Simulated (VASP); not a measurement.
# HgTe (CsCl type) (Pm-3m) in VASP: a series of runs

The runs below take HgTe (CsCl type) through single point, with PBE.

Program: VASP 6.6.1. These are calculated values, not measurements. Logs are shortened: lines on timing, memory, paths and dates and some standing lists are left out, and cuts for length are marked.

### 1 The cell of the first run

It takes space group Pm-3m (No. 221, cubic). Conventional cell: a = 3.118 Å, b = 3.118 Å, c = 3.118 Å, α = 90.00°, β = 90.00°, γ = 90.00°. Hg (site symmetry m-3m) has 8 Te at 2.70 Å and 6 Hg at 3.12 Å within 3.6 Å. Te (site symmetry m-3m) has 8 Hg at 2.70 Å and 6 Te at 3.12 Å within 3.6 Å.

### 2 Single point, PBE (volume scaled by 0.55)

INCAR

```
SYSTEM = HgTe
PREC = Accurate ; ENCUT = 520
EDIFF = 1E-6 ; ISMEAR = -1
SIGMA = 0.05 ; LREAL = .FALSE.
LASPH = .TRUE. ; NELM = 100
ALGO = Normal ; ISIF = 2
LWAVE = .FALSE. ; LCHARG = .TRUE.
GGA = PE ; LELF = .TRUE.
LVHAR = .TRUE. ; NBANDS = 16
```

KPOINTS

```
regular mesh
0
G
  11 11 11
  0 0 0
```

POSCAR

```
HgTe
1.0
    3.1176361866      0.0000000000      0.0000000000
    0.0000000000      3.1176361866      0.0000000000
    0.0000000000      0.0000000000      3.1176361866
Hg Te
1 1
Direct
    0.0000000000      0.0000000000      0.0000000000
    0.5000000000      0.5000000000      0.5000000000
```

Potentials or basis: VASP PAW PBE potentials, release 64 (Hg, Te).

On the command line:

```
cat potpaw_PBE.64/Hg/POTCAR potpaw_PBE.64/Te/POTCAR > POTCAR
mpirun -np 1 vasp_std > vasp.out
```

OUTCAR:

```text
SYSTEM = HgTe
   PREC = Accurate
   ENCUT = 520
   EDIFF = 1E-6
   ISMEAR = -1
   LREAL = .FALSE.
   LASPH = .TRUE.
   NELM = 100
   ISIF = 2
   GGA = PE

 ion  position               nearest neighbor table
   1  0.000  0.000  0.000-   2 2.70   2 2.70   2 2.70   2 2.70   2 2.70   2 2.70   2 2.70   2 2.70

   2  0.500  0.500  0.500-   1 2.70   1 2.70   1 2.70   1 2.70   1 2.70   1 2.70   1 2.70   1 2.70

  LATTYP: Found a simple cubic cell.
 ALAT       =     3.1176361866

  Lattice vectors:

 A1 = (   3.1176361866,   0.0000000000,   0.0000000000)
 A2 = (   0.0000000000,   3.1176361866,   0.0000000000)
 A3 = (   0.0000000000,   0.0000000000,   3.1176361866)

Analysis of symmetry for initial positions (statically):
=====================================================================
 Subroutine PRICEL returns:
 Original cell was already a primitive cell.

 Routine SETGRP: Setting up the symmetry group for a
 simple cubic supercell.

 Subroutine GETGRP returns: Found 48 space group operations
 (whereof 48 operations were pure point group operations)
 out of a pool of 48 trial point group operations.

The static configuration has the point symmetry O_h .

Analysis of symmetry for dynamics (positions and initial velocities):
=====================================================================
 Subroutine PRICEL returns:
 Original cell was already a primitive cell.

 Routine SETGRP: Setting up the symmetry group for a
 simple cubic supercell.

 Subroutine GETGRP returns: Found 48 space group operations
 (whereof 48 operations were pure point group operations)
 out of a pool of 48 trial point group operations.

The dynamic configuration has the point symmetry O_h .

 Subroutine INISYM returns: Found 48 space group operations
 (whereof 48 operations are pure point group operations),
 and found     1 'primitive' translations

----------------------------------------------------------------------------------------

                                     Primitive cell

  volume of cell :      30.3023

  direct lattice vectors                    reciprocal lattice vectors
     3.117636187  0.000000000  0.000000000     0.320755836  0.000000000  0.000000000
     0.000000000  3.117636187  0.000000000     0.000000000  0.320755836  0.000000000
     0.000000000  0.000000000  3.117636187     0.000000000  0.000000000  0.320755836

  length of vectors
     3.117636187  3.117636187  3.117636187     0.320755836  0.320755836  0.320755836

  position of ions in fractional coordinates (direct lattice)
     0.000000000  0.000000000  0.000000000
     0.500000000  0.500000000  0.500000000

  ion indices of the primitive-cell ions
   primitive index   ion index
                 1           1
                 2           2

----------------------------------------------------------------------------------------

 KPOINTS: regular mesh

Automatic generation of k-mesh.
 Grid dimensions read from file:
 generate k-points for:   11   11   11

 Generating k-lattice:

  Cartesian coordinates                     Fractional coordinates (reciprocal lattice)
     0.029159621  0.000000000  0.000000000     0.090909091  0.000000000  0.000000000
     0.000000000  0.029159621  0.000000000     0.000000000  0.090909091  0.000000000
     0.000000000  0.000000000  0.029159621     0.000000000  0.000000000  0.090909091

  Length of vectors
     0.029159621  0.029159621  0.029159621

  Shift w.r.t. Gamma in fractional coordinates (k-lattice)
     0.000000000  0.000000000  0.000000000

 Subroutine IBZKPT returns following result:
 ===========================================

 Found     56 irreducible k-points:

 Following reciprocal coordinates:
            Coordinates               Weight
  0.000000  0.000000  0.000000      1.000000
  0.090909  0.000000  0.000000      6.000000
  0.181818  0.000000  0.000000      6.000000
  0.272727  0.000000  0.000000      6.000000
  0.363636  0.000000  0.000000      6.000000
  0.454545  0.000000  0.000000      6.000000
[... 16 lines left out ...]
  0.181818  0.090909  0.090909     24.000000
  0.272727  0.090909  0.090909     24.000000
 [... further k-points ...]
   k-points           NKPTS =     56   k-points in BZ     NKDIM =     56   number of bands    NBANDS=     16
   number of dos      NEDOS =    301   number of ions     NIONS =      2
   total plane-waves  NPLWV =  13824
   dimension x,y,z NGX =    24 NGY =   24 NGZ =   24
   dimension x,y,z NGXF=    48 NGYF=   48 NGZF=   48
   ions per type =               1   1
   NGX,Y,Z   is equivalent  to a cutoff of  12.80, 12.80, 12.80 a.u.
   NGXF,Y,Z  is equivalent  to a cutoff of  25.60, 25.60, 25.60 a.u.
 SYSTEM =  HgTe
   PREC   = accura    normal or accurate (medium, high low for compatibility)
   ISTART =      0    job   : 0-new  1-cont  2-samecut
   ICHARG =      2    charge: 1-file 2-atom 10-const
   ISPIN  =      1    spin polarized calculation?
   LNONCOLLINEAR =      F non collinear calculations
   LSORBIT =      F    spin-orbit coupling
   LASPH  =      T    aspherical Exc in radial PAW
   ENCUT  =  520.0 eV  38.22 Ry    6.18 a.u.   5.80  5.80  5.80*2*pi/ulx,y,z
   NELM   =    100;   NELMIN=  2; NELMDL= -5     # of ELM steps
   EDIFF  = 0.1E-05   stopping-criterion for ELM
   LREAL  =      F    real-space projection
   EDIFFG = 0.1E-04   stopping-criterion for IOM
   NSW    =      0    number of steps for IOM
   IBRION =     -1    ionic relax: 0-MD 1-quasi-New 2-CG
   NFREE  =      0    steps in history (QN), initial steepest desc. (CG)
   ISIF   =      2    stress and relaxation
   ISYM   =      2    0-nonsym 1-usesym 2-fastsym
   POTIM  = 0.5000    time-step for ionic-motion
   TEBEG  =    0.0;   TEEND  =   0.0 temperature during run
   PSTRESS=    0.0 pullay stress
   NELECT =      18.0000    total number of electrons
   NUPDOWN=      -1.0000    fix difference up-down
   EMIN   =  10.00;   EMAX   =-10.00  energy-range for DOS
   EFERMI =   0.00;   METHOD = LEGACY
   ISMEAR =    -1;   SIGMA  =   0.05  broadening in eV -4-tet -1-fermi 0-gaus
   EFERMI_NEDOS =   21; number of points for ismear=-14 and -15
   IALGO  =     38    algorithm
   IMIX   =      4    mixing-type and parameters
     AMIX     =   0.40;   BMIX     =  1.00
     AMIX_MAG =   1.60;   BMIX_MAG =  1.00
  volume/ion in A,a.u.               =      15.15       102.25
  Fermi-wavevector in a.u.,A,eV,Ry     =   1.376175  2.600593 25.767486  1.893857
  Thomas-Fermi vector in A             =   2.501443
   LORBIT       =      0    0 simple, 1 ext, 2 COOP (PROOUT), +10 PAW based schemes
   GGA     = PE    functional components
   LHFCALC =     F    Hartree Fock is set to
   AEXX    =    0.0000 exact exchange contribution
   IVDW    =     0    specifies the selected vdW correction
   LEPSILON=     F    determine dielectric tensor
   LRPA    =     F    only Hartree local field effects (RPA)
 non-spin polarized calculation
  energy-cutoff  :      520.00
  volume of cell :       30.30
 maximum number of plane-waves:       837
 NGX is ok and might be reduce to    24
   NGX = 11   NGY = 11   NGZ = 11

 number of electron      17.9999995 magnetization

 Free energy of the ion-electron system (eV)
  ---------------------------------------------------
  ext. energy  EPLUGINS =         0.00000000
  ---------------------------------------------------
  free energy    TOTEN  =         2.76300027 eV

  energy without entropy =        2.76976913  energy(sigma->0) =        2.76638470

 E-fermi :  13.9550     XC(G=0): -13.2809

 val. band max:       13.9310346699   @ k =   0.3636   0.0909   0.0909
 cond. band min:      14.0156201893   @ k =   0.4545   0.0909   0.0909
 fundamental gap:      0.0845855194
 Fermi energy:        13.9550378331

 k-point     1 :       0.0000    0.0000    0.0000
  band No.  band energies     occupation
      1      -4.6310      2.00000
      2       3.2155      2.00000
      3       3.2155      2.00000
      4       5.1004      2.00000
      5       5.1004      2.00000
      6       5.1004      2.00000
[... 8 lines left out ...]
     15      26.6867      0.00000
     16      29.1950      0.00000

 k-point     2 :       0.0909    0.0000    0.0000
  band No.  band energies     occupation
      1      -4.4896      2.00000
      2       3.2331      2.00000
      3       3.2429      2.00000
      4       4.9732      2.00000
      5       4.9732      2.00000
      6       5.1014      2.00000
[... 8 lines left out ...]
     15      26.4930      0.00000
     16      28.0370      0.00000

 k-point     3 :       0.1818    0.0000    0.0000
  band No.  band energies     occupation
      1      -4.0708      2.00000
      2       3.2370      2.00000
      3       3.2809      2.00000
      4       4.6663      2.00000
      5       4.6663      2.00000
      6       5.1043      2.00000
[... 8 lines left out ...]
     15      25.8016      0.00000
     16      26.0916      0.00000

 k-point     4 :       0.2727    0.0000    0.0000
  band No.  band energies     occupation
      1      -3.3930      2.00000
      2       2.8931      2.00000
      3       3.3449      2.00000
      4       4.3197      2.00000
      5       4.3197      2.00000
      6       5.1080      2.00000
[... 8 lines left out ...]
     15      24.8118      0.00000
     16      25.7232      0.00000
[... 324 lines left out ...]
 k-point    22 :       0.0909    0.0909    0.0909
  band No.  band energies     occupation
      1      -4.2123      2.00000
      2       3.2950      2.00000
      3       3.2950      2.00000
      4       4.7229      2.00000
      5       4.9123      2.00000
      6       4.9123      2.00000
[... 8 lines left out ...]
     15      25.3229      0.00000
     16      27.0582      0.00000

 k-point    23 :       0.1818    0.0909    0.0909
  band No.  band energies     occupation
      1      -3.8053      2.00000
      2       3.3213      2.00000
      3       3.3467      2.00000
      4       4.4562      2.00000
      5       4.5910      2.00000
      6       4.9289      2.00000
[... 8 lines left out ...]
     15      25.4311      0.00000
     16      27.0775      0.00000

 k-point    24 :       0.2727    0.0909    0.0909
  band No.  band energies     occupation
      1      -3.1512      2.00000
      2       2.9763      2.00000
      3       3.4185      2.00000
      4       4.2283      2.00000
      5       4.2912      2.00000
      6       4.9559      2.00000
[... 8 lines left out ...]
     15      25.0151      0.00000
     16      26.6317      0.00000

 [... further k-points ...]
[... 5 lines left out ...]
  --------------------------------------------------------------------------------------
  -------------------------------------------------------------------------------------
  Total       25.2310428     25.2310428     25.2310428     -0.0000000      0.0000000     -0.0000000
  in kB     1334.0419365   1334.0419365   1334.0419365     -0.0000000      0.0000000     -0.0000000
  external PRESSURE =    1334.0419365 kB  Pullay stress =       0.0000000 kB

 VOLUME and BASIS-vectors are now :
 -----------------------------------------------------------------------------
  energy-cutoff  :      520.00
  volume of cell :       30.30
      direct lattice vectors                 reciprocal lattice vectors
     3.117636187  0.000000000  0.000000000     0.320755836  0.000000000  0.000000000
     0.000000000  3.117636187  0.000000000     0.000000000  0.320755836  0.000000000
     0.000000000  0.000000000  3.117636187     0.000000000  0.000000000  0.320755836

 POSITION                                       TOTAL-FORCE (eV/Angst)
 -----------------------------------------------------------------------------------
      0.00000      0.00000      0.00000         0.000000      0.000000      0.000000
      1.55882      1.55882      1.55882         0.000000      0.000000      0.000000
 -----------------------------------------------------------------------------------
    total drift:                               -0.000000      0.000000      0.000000

  FREE ENERGIE OF THE ION-ELECTRON SYSTEM (eV)
  ---------------------------------------------------
  free  energy   TOTEN  =         2.7630002727 eV

  energy  without entropy=        2.7697691303  energy(sigma->0) =        2.76638470
```

Wall time 12 s (1 thread of Intel Xeon 8259CL, shared host); peak memory 0.16 GiB.

What came out:

* Free energy: 2.7630 eV
* Pressure: 133.4 GPa
* Band gap on the k mesh: zero (band 9 reaches 16.01 eV, above the bottom of band 10 at 12.45 eV)

Caveat: spin-orbit coupling is left out, which moves the levels of the heavy elements.

[end of part 1 of 4]
